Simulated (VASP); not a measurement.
Bi:

```xyz
1
Lattice="-1.9681 1.9681 1.9681 1.9681 -1.9681 1.9681 1.9681 1.9681 -1.9681" Properties=species:S:1:pos:R:3 pbc="T T T"
Bi    0.0000    0.0000    0.0000
```

This isn't the form of Bi at room conditions, which is rhombohedral.

Base run:

```yaml
Program: VASP 6.6.1
Functional: b88 exchange, pbe correlation
Potentials_or_basis: VASP PAW PBE potentials, release 64 (Bi_d)
Cutoff: 500 eV
k_mesh: 9 × 9 × 9
Occupations: fermi-dirac, width 0.05 eV
Spin: no spin polarisation
```

Its results: band gap on the k mesh zero (an odd number of electrons rules out a gap without spin polarisation); pressure 1.9 GPa.

The run is repeated on the same cell with these changes: functional from b88 exchange, pbe correlation to r2SCAN0; cutoff from 500 eV to 520 eV; k mesh from 9 × 9 × 9 to 5 × 5 × 5. What comes out?

Band gap on the k mesh zero (an odd number of electrons rules out a gap without spin polarisation); pressure -1.5 GPa.

Several settings changed at once.

Caveats: some runs use coarse meshes; the PAW data sets were made with another functional, which shifts forces and pressure a little; spin-orbit coupling is left out, which moves the levels of the heavy elements.
